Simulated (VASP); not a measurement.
# BeMo (Pm-3m) in VASP: single point with PBE

Aim: the single point of BeMo with PBE.

Program: VASP 6.6.1. These are calculated values, not measurements. Logs are shortened: lines on timing, memory, paths and dates and some standing lists are left out, and cuts for length are marked.

## (1) The cell of the first run

The structure is cubic, space group Pm-3m (No. 221). Conventional cell: a = 2.886 Å, b = 2.886 Å, c = 2.886 Å, α = 90.00°, β = 90.00°, γ = 90.00°. Within 3.3 Å of Be (site symmetry m-3m) lie 8 Mo at 2.50 Å and 6 Be at 2.89 Å. Within 3.3 Å of Mo (site symmetry m-3m) lie 8 Be at 2.50 Å and 6 Mo at 2.89 Å.

## (2) Single point, PBE

The input, INCAR:

```
PREC     = Accurate       # precision mode
ENCUT    = 520            # plane-wave cutoff, eV
EDIFF    = 1E-6           # SCF threshold, eV
ISMEAR   = 0              # smearing method
SIGMA    = 0.1            # smearing width, eV
LREAL    = False          # projectors in reciprocal space
LASPH    = True           # aspherical terms in the spheres
NELM     = 100            # most SCF steps
ALGO     = Normal         # electronic algorithm
ISIF     = 2              # what is computed and relaxed
LWAVE    = False          # write WAVECAR
LCHARG   = True           # write CHGCAR
GGA      = PE             # functional
LELF     = True           # ELF
LVHAR    = True         
NBANDS   = 15             # bands
```

The input, KPOINTS:

```
regular mesh
0
Gamma
  20 20 20
```

The input, POSCAR:

```
BeMo
1.0
    2.8855732538      0.0000000000      0.0000000000
    0.0000000000      2.8855732538      0.0000000000
    0.0000000000      0.0000000000      2.8855732538
Be Mo
1 1
Direct
    0.0000000000      0.0000000000      0.0000000000
    0.5000000000      0.5000000000      0.5000000000
```

Potentials or basis: VASP PAW PBE potentials, release 64 (Be, Mo_sv).

Run with:

```console
cat potpaw_PBE.64/Be/POTCAR potpaw_PBE.64/Mo_sv/POTCAR > POTCAR
mpirun -np 1 vasp_std > vasp.out
```

OUTCAR:

```text
PREC = Accurate
   ENCUT = 520
   EDIFF = 1E-6
   ISMEAR = 0
   LREAL = False
   LASPH = True
   NELM = 100
   ISIF = 2
   GGA = PE

 ion  position               nearest neighbor table
   1  0.000  0.000  0.000-   2 2.50   2 2.50   2 2.50   2 2.50   2 2.50   2 2.50   2 2.50   2 2.50

   2  0.500  0.500  0.500-   1 2.50   1 2.50   1 2.50   1 2.50   1 2.50   1 2.50   1 2.50   1 2.50

  LATTYP: Found a simple cubic cell.
 ALAT       =     2.8855732538

  Lattice vectors:

 A1 = (   2.8855732538,   0.0000000000,   0.0000000000)
 A2 = (   0.0000000000,   2.8855732538,   0.0000000000)
 A3 = (   0.0000000000,   0.0000000000,   2.8855732538)

Analysis of symmetry for initial positions (statically):
=====================================================================
 Subroutine PRICEL returns:
 Original cell was already a primitive cell.

 Routine SETGRP: Setting up the symmetry group for a
 simple cubic supercell.

 Subroutine GETGRP returns: Found 48 space group operations
 (whereof 48 operations were pure point group operations)
 out of a pool of 48 trial point group operations.

The static configuration has the point symmetry O_h .

Analysis of symmetry for dynamics (positions and initial velocities):
=====================================================================
 Subroutine PRICEL returns:
 Original cell was already a primitive cell.

 Routine SETGRP: Setting up the symmetry group for a
 simple cubic supercell.

 Subroutine GETGRP returns: Found 48 space group operations
 (whereof 48 operations were pure point group operations)
 out of a pool of 48 trial point group operations.

The dynamic configuration has the point symmetry O_h .

 Subroutine INISYM returns: Found 48 space group operations
 (whereof 48 operations are pure point group operations),
 and found     1 'primitive' translations

----------------------------------------------------------------------------------------

                                     Primitive cell

  volume of cell :      24.0268

  direct lattice vectors                    reciprocal lattice vectors
     2.885573254  0.000000000  0.000000000     0.346551590  0.000000000  0.000000000
     0.000000000  2.885573254  0.000000000     0.000000000  0.346551590  0.000000000
     0.000000000  0.000000000  2.885573254     0.000000000  0.000000000  0.346551590

  length of vectors
     2.885573254  2.885573254  2.885573254     0.346551590  0.346551590  0.346551590

  position of ions in fractional coordinates (direct lattice)
[... 75 lines left out ...]
   LSORBIT =      F    spin-orbit coupling
   LASPH  =      T    aspherical Exc in radial PAW
   ENCUT  =  520.0 eV  38.22 Ry    6.18 a.u.   5.37  5.37  5.37*2*pi/ulx,y,z
   NELM   =    100;   NELMIN=  2; NELMDL= -5     # of ELM steps
   EDIFF  = 0.1E-05   stopping-criterion for ELM
   LREAL  =      F    real-space projection
   EDIFFG = 0.1E-04   stopping-criterion for IOM
   NSW    =      0    number of steps for IOM
   IBRION =     -1    ionic relax: 0-MD 1-quasi-New 2-CG
   NFREE  =      0    steps in history (QN), initial steepest desc. (CG)
   ISIF   =      2    stress and relaxation
   ISYM   =      2    0-nonsym 1-usesym 2-fastsym
   POTIM  = 0.5000    time-step for ionic-motion
   TEBEG  =    0.0;   TEEND  =   0.0 temperature during run
   PSTRESS=    0.0 pullay stress
   NELECT =      16.0000    total number of electrons
   NUPDOWN=      -1.0000    fix difference up-down
   EMIN   =  10.00;   EMAX   =-10.00  energy-range for DOS
[... 5 lines left out ...]
     AMIX     =   0.40;   BMIX     =  1.00
     AMIX_MAG =   1.60;   BMIX_MAG =  1.00
  volume/ion in A,a.u.               =      12.01        81.07
  Fermi-wavevector in a.u.,A,eV,Ry     =   1.429605  2.701562 27.807185  2.043770
  Thomas-Fermi vector in A             =   2.549541
   LORBIT       =      0    0 simple, 1 ext, 2 COOP (PROOUT), +10 PAW based schemes
   GGA     = PE    functional components
   LHFCALC =     F    Hartree Fock is set to
[... 5 lines left out ...]
 Gauss-broadening in eV      SIGMA  =   0.10
  energy-cutoff  :      520.00
  volume of cell :       24.03
 maximum number of plane-waves:       672
 NGX is ok and might be reduce to    24
   NGX = 11   NGY = 11   NGZ = 11

 number of electron      16.0000001 magnetization

 Free energy of the ion-electron system (eV)
  ---------------------------------------------------
  ext. energy  EPLUGINS =         0.00000000
  ---------------------------------------------------
  free energy    TOTEN  =       -14.28841141 eV

  energy without entropy =      -14.27732196  energy(sigma->0) =      -14.28286669

 E-fermi :  10.0578     XC(G=0): -12.3443

 val. band max:       10.0558352136   @ k =   0.5000   0.3500   0.2500
 cond. band min:      10.0594500036   @ k =   0.3000   0.2500   0.2500
 fundamental gap:      0.0036147901
 Fermi energy:        10.0578207716

 k-point     1 :       0.0000    0.0000    0.0000
  band No.  band energies     occupation
      1     -50.7273      2.00000
      2     -24.5226      2.00000
      3     -24.5226      2.00000
      4     -24.5226      2.00000
      5       1.6980      2.00000
      6       6.7854      2.00000
      7       6.7854      2.00000
      8      12.2667      0.00000
      9      12.2667      0.00000
     10      12.2667      0.00000
     11      15.7515      0.00000
     12      15.7515      0.00000
     13      15.7515      0.00000
     14      25.9587      0.00000
[... 401 lines left out ...]
      2     -24.7339      2.00000
      3     -24.5623      2.00000
      4     -24.4971      2.00000
      5       2.6641      2.00000
      6       7.1346      2.00000
      7       7.2791      2.00000
      8      10.3846      0.00000
      9      10.8264      0.00000
     10      12.0482      0.00000
     11      14.8834      0.00000
     12      17.4553      0.00000
     13      18.1305      0.00000
     14      23.4913      0.00000
     15      26.4462      0.00000

 [... further k-points ...]
[... 5 lines left out ...]
  --------------------------------------------------------------------------------------
  -------------------------------------------------------------------------------------
  Total        0.0492065      0.0492065      0.0492065     -0.0000000     -0.0000000     -0.0000000
  in kB        3.2812303      3.2812303      3.2812303     -0.0000000     -0.0000000     -0.0000000
  external PRESSURE =       3.2812303 kB  Pullay stress =       0.0000000 kB

 VOLUME and BASIS-vectors are now :
 -----------------------------------------------------------------------------
  energy-cutoff  :      520.00
  volume of cell :       24.03
      direct lattice vectors                 reciprocal lattice vectors
     2.885573254  0.000000000  0.000000000     0.346551590  0.000000000  0.000000000
     0.000000000  2.885573254  0.000000000     0.000000000  0.346551590  0.000000000
     0.000000000  0.000000000  2.885573254     0.000000000  0.000000000  0.346551590

 POSITION                                       TOTAL-FORCE (eV/Angst)
 -----------------------------------------------------------------------------------
      0.00000      0.00000      0.00000         0.000000      0.000000      0.000000
      1.44279      1.44279      1.44279         0.000000      0.000000      0.000000
 -----------------------------------------------------------------------------------
    total drift:                                0.000000     -0.000000     -0.000000

  FREE ENERGIE OF THE ION-ELECTRON SYSTEM (eV)
  ---------------------------------------------------
  free  energy   TOTEN  =       -14.2884114123 eV

  energy  without entropy=      -14.2773219600  energy(sigma->0) =      -14.28286669
```

Run time: 26 s. Hardware: 1 thread of Intel Xeon 6975P-C (Granite Rapids), shared host; peak memory 0.22 GiB.

Results:

```yaml
Free_energy: -14.2884 eV
Pressure: 0.3 GPa
Band_gap_on_the_k_mesh: zero (band 8 reaches 14.01 eV, above the bottom of band 9 at 9.24 eV)
```
